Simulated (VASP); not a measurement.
# Sn2Sb3Te (P4mm) in VASP: further runs

Sn2Sb3Te is run at these levels: PBE; tasks: single point, relaxation of cell and atoms.

Program: VASP 6.6.1. These are calculated values, not measurements. Logs are shortened: lines on timing, memory, paths and dates and some standing lists are left out, and cuts for length are marked.

## Step 1: The cell of the first run

The structure is tetragonal, space group P4mm (No. 99). Conventional cell: a = 4.469 Å, b = 4.469 Å, c = 8.960 Å, α = 90.00°, β = 90.00°, γ = 90.00°. Sn (site symmetry 2mm) has 4 Sn at 3.16 Å and 6 Sb at 3.59 to 3.76 Å and 2 Te at 3.76 Å within 4.2 Å. Within 4.1 Å of Sb (site symmetry 4mm) lie 1 Te at 3.13 Å and 4 Sb at 3.16 Å and 4 Sn at 3.59 Å. Within 3.9 Å of Sb (site symmetry 4mm) lie 5 Sb at 2.97 to 3.16 Å and 4 Sn at 3.71 Å. Sb (site symmetry 4mm) has 1 Sb at 2.97 Å and 4 Te at 3.16 Å and 4 Sn at 3.76 Å within 3.9 Å. Te (site symmetry 4mm) has 5 Sb at 3.13 to 3.16 Å and 4 Sn at 3.76 Å within 4.1 Å.

The cell was generated, and may not be a known phase.

## Step 2: Single point, PBE

The input, INCAR:

```
SYSTEM = Sn2Sb3Te
PREC = Accurate
ENCUT = 520
EDIFF = 1E-7
ISMEAR = 0
SIGMA = 0.1
LREAL = .False.
LASPH = .True.
NELM = 80
ALGO = Normal
ISIF = 2
LWAVE = .False.
LCHARG = .False.
GGA = PE
NBANDS = 34
```

The input, KPOINTS:

```
regular mesh
0
Gamma
  8 8 4
  0 0 0
```

The input, POSCAR:

```
Sn2Sb3Te
1.0
    4.4688795897      0.0000000000      0.0000000000
    0.0000000000      4.4688795897      0.0000000000
    0.0000000000      0.0000000000      8.9595828119
Sn Sb Te
2 3 1
Direct
    0.5000000000      0.0000000000      0.5896552120
    0.0000000000      0.5000000000      0.5896552120
    0.5000000000      0.5000000000      0.2767055926
    0.0000000000      0.0000000000      0.2594970953
    0.0000000000      0.0000000000      0.9276674159
    0.5000000000      0.5000000000      0.9278468922
```

Potentials or basis: VASP PAW PBE potentials, release 64 (Sn_d, Sb, Te).

The run is started by

```
$ cat potpaw_PBE.64/Sn_d/POTCAR potpaw_PBE.64/Sb/POTCAR potpaw_PBE.64/Te/POTCAR > POTCAR
$ mpirun -np 1 vasp_std > vasp.out
```

OUTCAR:

```text
SYSTEM = Sn2Sb3Te
   PREC = Accurate
   ENCUT = 520
   EDIFF = 1E-7
   ISMEAR = 0
   LREAL = .False.
   LASPH = .True.
   NELM = 80
   ISIF = 2
   GGA = PE

 ion  position               nearest neighbor table
   1  0.500  0.000  0.590-   2 3.16   2 3.16   2 3.16   2 3.16   3 3.59   3 3.59   4 3.71   4 3.71
                             5 3.76   5 3.76
   2  0.000  0.500  0.590-   1 3.16   1 3.16   1 3.16   1 3.16   3 3.59   3 3.59   4 3.71   4 3.71
                             5 3.76   5 3.76
   3  0.500  0.500  0.277-   6 3.13   4 3.16   4 3.16   4 3.16   4 3.16   1 3.59   2 3.59   2 3.59
                             1 3.59
   4  0.000  0.000  0.259-   5 2.97   3 3.16   3 3.16   3 3.16   3 3.16   1 3.71   1 3.71   2 3.71
                             2 3.71
   5  0.000  0.000  0.928-   4 2.97   6 3.16   6 3.16   6 3.16   6 3.16   1 3.76   1 3.76   2 3.76
                             2 3.76
   6  0.500  0.500  0.928-   3 3.13   5 3.16   5 3.16   5 3.16   5 3.16

  LATTYP: Found a simple tetragonal cell.
 ALAT       =     4.4688795897
 C/A-ratio  =     2.0048834685

  Lattice vectors:

 A1 = (   4.4688795897,   0.0000000000,   0.0000000000)
 A2 = (   0.0000000000,   4.4688795897,   0.0000000000)
 A3 = (   0.0000000000,   0.0000000000,   8.9595828119)

Analysis of symmetry for initial positions (statically):
=====================================================================
 Subroutine PRICEL returns:
 Original cell was already a primitive cell.

 Routine SETGRP: Setting up the symmetry group for a
 simple tetragonal supercell.

 Subroutine GETGRP returns: Found  8 space group operations
 (whereof  8 operations were pure point group operations)
 out of a pool of 16 trial point group operations.

The static configuration has the point symmetry C_4v.

Analysis of symmetry for dynamics (positions and initial velocities):
=====================================================================
 Subroutine PRICEL returns:
 Original cell was already a primitive cell.

 Routine SETGRP: Setting up the symmetry group for a
 simple tetragonal supercell.

 Subroutine GETGRP returns: Found  8 space group operations
 (whereof  8 operations were pure point group operations)
 out of a pool of 16 trial point group operations.

The dynamic configuration has the point symmetry C_4v.

 Subroutine INISYM returns: Found  8 space group operations
 (whereof  8 operations are pure point group operations),
 and found     1 'primitive' translations

----------------------------------------------------------------------------------------
[... 106 lines left out ...]
   NFREE  =      0    steps in history (QN), initial steepest desc. (CG)
   ISIF   =      2    stress and relaxation
   ISYM   =      2    0-nonsym 1-usesym 2-fastsym
   POTIM  = 0.5000    time-step for ionic-motion
   TEBEG  =    0.0;   TEEND  =   0.0 temperature during run
   PSTRESS=    0.0 pullay stress
   NELECT =      49.0000    total number of electrons
   NUPDOWN=      -1.0000    fix difference up-down
   EMIN   =  10.00;   EMAX   =-10.00  energy-range for DOS
   EFERMI =   0.00;   METHOD = LEGACY
   ISMEAR =     0;   SIGMA  =   0.10  broadening in eV -4-tet -1-fermi 0-gaus
   EFERMI_NEDOS =   21; number of points for ismear=-14 and -15
   IALGO  =     38    algorithm
   IMIX   =      4    mixing-type and parameters
     AMIX     =   0.40;   BMIX     =  1.00
     AMIX_MAG =   1.60;   BMIX_MAG =  1.00
  volume/ion in A,a.u.               =      29.82       201.25
  Fermi-wavevector in a.u.,A,eV,Ry     =   1.063111  2.008988 15.377364  1.130204
  Thomas-Fermi vector in A             =   2.198584
   LORBIT       =      0    0 simple, 1 ext, 2 COOP (PROOUT), +10 PAW based schemes
   GGA     = PE    functional components
   LHFCALC =     F    Hartree Fock is set to
   AEXX    =    0.0000 exact exchange contribution
   IVDW    =     0    specifies the selected vdW correction
   LEPSILON=     F    determine dielectric tensor
   LRPA    =     F    only Hartree local field effects (RPA)
 non-spin polarized calculation
 Gauss-broadening in eV      SIGMA  =   0.10
  energy-cutoff  :      520.00
  volume of cell :      178.93
 maximum number of plane-waves:      4877
 NGX is ok and might be reduce to    36
   NGX = 17   NGY = 17   NGZ = 33

 number of electron      48.9999993 magnetization

 Free energy of the ion-electron system (eV)
  ---------------------------------------------------
  ext. energy  EPLUGINS =         0.00000000
  ---------------------------------------------------
  free energy    TOTEN  =       -22.64083369 eV

  energy without entropy =      -22.62825338  energy(sigma->0) =      -22.63454354

 E-fermi :   7.1948     XC(G=0):  -9.7660

 val. band max:        7.1883641314   @ k =   0.5000   0.0000   0.2500
 cond. band min:       7.2241388075   @ k =   0.2500   0.0000   0.2500
 fundamental gap:      0.0357746762
 Fermi energy:         7.1947729109

 k-point     1 :       0.0000    0.0000    0.0000
  band No.  band energies     occupation
      1     -14.5333      2.00000
      2     -14.5199      2.00000
      3     -14.4487      2.00000
      4     -14.4487      2.00000
      5     -14.4185      2.00000
      6     -14.3797      2.00000
[... 877 lines left out ...]
     33      10.7775      0.00000
     34      10.8642      0.00000

 [... further k-points ...]

------------------------ aborting loop because EDIFF is reached ----------------------------------------

  FORCE on cell =-STRESS in cart. coord.  units (eV):
  Direction    XX          YY          ZZ          XY          YZ          ZX
  --------------------------------------------------------------------------------------
  -------------------------------------------------------------------------------------
  Total       -0.0501894     -0.0501894     -0.0748157      0.0000000      0.0000000      0.0000000
  in kB       -0.4494046     -0.4494046     -0.6699125      0.0000000      0.0000000      0.0000000
  external PRESSURE =      -0.5229072 kB  Pullay stress =       0.0000000 kB

 VOLUME and BASIS-vectors are now :
 -----------------------------------------------------------------------------
  energy-cutoff  :      520.00
  volume of cell :      178.93
      direct lattice vectors                 reciprocal lattice vectors
     4.468879590  0.000000000  0.000000000     0.223769735  0.000000000  0.000000000
     0.000000000  4.468879590  0.000000000     0.000000000  0.223769735  0.000000000
     0.000000000  0.000000000  8.959582812     0.000000000  0.000000000  0.111612340

 POSITION                                       TOTAL-FORCE (eV/Angst)
 -----------------------------------------------------------------------------------
      2.23444      0.00000      5.28306         0.000000     -0.000000     -0.001679
      0.00000      2.23444      5.28306         0.000000      0.000000     -0.001679
      2.23444      2.23444      2.47917         0.000000     -0.000000     -0.004113
      0.00000      0.00000      2.32499         0.000000      0.000000      0.022473
      0.00000      0.00000      8.31151         0.000000     -0.000000     -0.018565
      2.23444      2.23444      8.31312         0.000000     -0.000000      0.003562
 -----------------------------------------------------------------------------------
    total drift:                                0.000000     -0.000000     -0.000304

  FREE ENERGIE OF THE ION-ELECTRON SYSTEM (eV)
  ---------------------------------------------------
  free  energy   TOTEN  =       -22.6408336931 eV

  energy  without entropy=      -22.6282533816  energy(sigma->0) =      -22.63454354
```

stdout:

```text
POSCAR found type information on POSCAR SnSbTe
 POSCAR found :  3 types and       6 ions
 scaLAPACK will be used
 LDA part: xc-table for (Slater+PW92), standard interpolation
 POSCAR, INCAR and KPOINTS ok, starting setup
 FFT: planning ... GRIDC
 FFT: planning ... GRID_SOFT
 FFT: planning ... GRID
 WAVECAR not read
 entering main loop
```

Run time: 7.5 min. Hardware: 1 thread of Intel Xeon 8259CL, shared host; peak memory 0.43 GiB.

Results:

```
Free energy            : -22.6408 eV
Pressure               : -0.1 GPa
Largest force          : 0.022 eV/Å
Band gap on the k mesh : zero (an odd number of electrons rules out a gap without spin polarisation)
```

Forces in eV/Å, atoms in the order of the input:
```
Sn   0.000  0.000 -0.002
Sn   0.000  0.000 -0.002
Sb   0.000  0.000 -0.004
Sb   0.000  0.000  0.022
Sb   0.000  0.000 -0.019
Te   0.000  0.000  0.004
```

Caveat: spin-orbit coupling is left out, which moves the levels of the heavy elements; an odd number of electrons without spin polarisation forces a metal; a magnetic or distorted state may lie lower.

## Step 3: Relaxation of cell and atoms, PBE

This run uses another cell than the first one, of 36.08 Å³/atom.

The input, INCAR:

```
SYSTEM = Sn2Sb3Te
  PREC = Accurate
  ENCUT = 600
  EDIFF = 1E-6
  ISMEAR = 0
  SIGMA = 0.2
  LREAL = .False.
  LASPH = .True.
  NELM = 60
  ALGO = Normal
  ISIF = 3
  LWAVE = .False.
  LCHARG = .False.
  GGA = PE
  IBRION = 2
  NSW = 36
  EDIFFG = -0.08
```

The input, KPOINTS:

```
Automatic mesh
0
Gamma
  4 4 2
  0 0 0
```

The input, POSCAR:

```
Sn2Sb3Te
1.0
    4.5184786800      0.0000000000      0.0000000000
    0.0000000000      4.5184786800      0.0000000000
    0.0000000000      0.0000000000     10.6044665200
Sn Sb Te
2 3 1
Direct
    0.5000000000      0.0000000000      0.5703892200
    0.0000000000      0.5000000000      0.5703892200
    0.5000000000      0.5000000000      0.3320905100
    0.0000000000      0.0000000000      0.3087301100
    0.0000000000      0.0000000000      0.9936991300
    0.5000000000      0.5000000000      0.7957292300
```

Potentials or basis: VASP PAW PBE potentials, release 64 (Sn_d, Sb, Te).

The run is started by

```
$ cat potpaw_PBE.64/Sn_d/POTCAR potpaw_PBE.64/Sb/POTCAR potpaw_PBE.64/Te/POTCAR > POTCAR
$ mpirun -np 1 vasp_std > vasp.out
```

Run time: 39 min. Hardware: 1 thread of Intel Xeon 8259CL, shared host; peak memory 0.39 GiB.

The run converged. Its results:

| Item | Value |
| --- | --- |
| Free energy | -22.7664 eV |
| Relaxed volume | 29.38 Å³/atom |
| Relaxed cell | a = 4.485 Å, b = 4.485 Å, c = 8.763 Å, α = 90.00°, β = 90.00°, γ = 90.00° |
| Space group after relaxing (to 0.1 Å) | P4mm (No. 99) |
| Energy gained by relaxing | 227.1 meV/atom |
| Ionic steps | 32 |
| Pressure after relaxing | 0.2 GPa |
| Largest force after relaxing | 0.050 eV/Å |
| Band gap on the k mesh | zero (an odd number of electrons rules out a gap without spin polarisation) |

Forces on the atoms (eV/Å):
```
Sn   0.000  0.000 -0.015
Sn   0.000  0.000 -0.015
Sb   0.000  0.000  0.050
Sb   0.000  0.000 -0.034
Sb   0.000  0.000  0.030
Te   0.000  0.000 -0.017
```

Stress tensor (GPa, compression positive):
```
0.11 0.00 0.00
0.00 0.11 0.00
0.00 0.00 0.31
```

Step by step:
```tsv
step	energy change (eV)	largest force (eV/Å)	pressure (GPa)	volume (Å³)
1	0.0000	1.1849	-2.92	216.51
2	-0.2981	1.3932	0.35	196.53
3	-0.3052	1.4077	1.09	193.21
4	-0.4968	0.9720	1.26	191.07
5	-0.5602	1.3213	2.28	187.96
6	-0.5785	0.8385	1.75	189.20
7	-0.6619	0.3602	-1.15	200.24
8	-0.6646	0.4239	-0.75	198.46
9	-0.7115	0.4154	-0.66	196.81
10	-0.8257	0.5337	-0.21	191.90
11	-0.9466	0.7540	1.58	182.32
12	-0.9731	0.6452	1.31	183.04
13	-1.0332	0.3924	0.56	185.20
14	-1.0660	0.2571	-0.75	189.55
15	-1.0712	0.3074	-0.38	188.21
16	-1.0944	0.2748	-0.47	187.89
17	-1.1465	0.2318	-0.73	186.91
18	-1.1412	0.3747	-1.15	184.77
19	-1.1578	0.3245	-0.98	185.71
20	-1.1883	0.4494	0.39	179.33
21	-1.1884	0.4583	0.49	178.91
22	-1.2185	0.4052	0.30	178.77
23	-1.2808	0.4165	0.08	178.09
24	-0.9433	0.4971	1.33	175.53
25	-1.2823	0.4547	0.11	177.84
26	-1.3165	0.3600	-0.39	178.88
27	-1.3216	0.3122	-0.65	179.47
28	-1.3410	0.2177	0.75	174.40
29	-1.3421	0.2367	0.47	175.33
30	-1.3572	0.1443	0.04	176.67
31	-1.3591	0.1307	-0.20	177.47
32	-1.3626	0.0501	0.18	176.29
```

Final structure:
```
CELL_PARAMETERS angstrom
4.48531 0.00000 0.00000
0.00000 4.48531 0.00000
0.00000 0.00000 8.76274
ATOMIC_POSITIONS crystal
Sn 0.50000 0.00000 0.58846
Sn 0.00000 0.50000 0.58846
Sb 0.50000 0.50000 0.28121
Sb 0.00000 0.00000 0.26725
Sb 0.00000 0.00000 0.92387
Te 0.50000 0.50000 0.92178
```

Levels at points of the mesh, in eV from the Fermi level:
```csv
k point,band 20,band 21,band 22,band 23,band 24,band 25,band 26,band 27,band 28,band 29
"(0.00, 0.00, 0.00)",-2.76,-2.59,-2.59,-1.07,-0.93,-0.93,1.26,2.44,2.44,2.86
"(0.50, 0.00, 0.00)",-1.49,-1.48,-1.45,-1.09,-0.88,-0.74,-0.18,0.03,0.22,1.24
"(0.50, 0.50, 0.00)",-4.38,-4.38,-4.30,-0.88,-0.41,0.48,1.25,1.25,1.25,3.85
"(0.00, 0.00, 0.50)",-3.00,-3.00,-0.87,-0.53,-0.53,0.58,1.02,1.63,2.01,2.58
"(0.50, 0.00, 0.50)",-1.38,-1.24,-1.23,-1.01,-0.71,-0.48,-0.38,1.23,1.59,1.76
"(0.50, 0.50, 0.50)",-3.53,-3.53,-3.34,-2.98,-2.41,0.18,0.18,2.45,3.36,4.16
```

Caveat: the volume moved by over 15 % at a fixed basis, so the end points are rough; spin-orbit coupling is left out, which moves the levels of the heavy elements; an odd number of electrons without spin polarisation forces a metal; a magnetic or distorted state may lie lower; the relaxation stopped at a loose force limit of 0.08 eV/Å, so its end isn't a converged minimum.

The gap in the log of VASP goes by the Fermi energy; the results here count the filled bands.